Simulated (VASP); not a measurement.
Write the native input for VASP 6.6.1 that does the following.

```yaml
Task: single point
Functional: PBE
Potentials_or_basis: VASP PAW PBE potentials, release 64 (K_sv, I)
Cutoff: 500 eV
k_mesh: 6 × 6 × 6
Occupations: gaussian, width 0.01 eV
Spin: no spin polarisation
Dipole_correction: no
Further_INCAR_settings: ALGO = Normal; EDIFF = 1e-06; NBANDS = 15
```

The structure of KI lies in POSCAR:

```
KI
1.0
    0.0000000000      3.5327750000      3.5327750000
    3.5327750000      0.0000000000      3.5327750000
    3.5327750000      3.5327750000      0.0000000000
K I
1 1
Direct
    0.0000000000      0.0000000000      0.0000000000
    0.5000000000      0.5000000000      0.5000000000
```

One way to write it, as run:

INCAR

```
SYSTEM = KI
PREC = Accurate ; ENCUT = 500
EDIFF = 1E-6 ; ISMEAR = 0
SIGMA = 0.01 ; LREAL = .FALSE.
LASPH = .TRUE. ; NELM = 120
ALGO = Normal ; ISIF = 2
LWAVE = .FALSE. ; LCHARG = .FALSE.
GGA = PE ; NBANDS = 15
GGA_COMPAT = .FALSE.
```

KPOINTS

```
regular mesh
0
G
  6 6 6
  0 0 0
```

Potentials or basis: VASP PAW PBE potentials, release 64 (K_sv, I).

The run is started by

```bash
$ cat potpaw_PBE.64/K_sv/POTCAR potpaw_PBE.64/I/POTCAR > POTCAR
$ mpirun -np 1 vasp_std > vasp.out
```

It gave:

| Item | Value |
| --- | --- |
| Pressure | 0.6 GPa |
| Band gap on the k mesh | 3.96 eV |

Caveat: spin-orbit coupling is left out, which moves the levels of the heavy elements.

Wall time 10 s on 1 thread of Intel(R) Xeon(R) 6975P-C (Granite Rapids), on a shared host, peak memory 0.21 GiB.
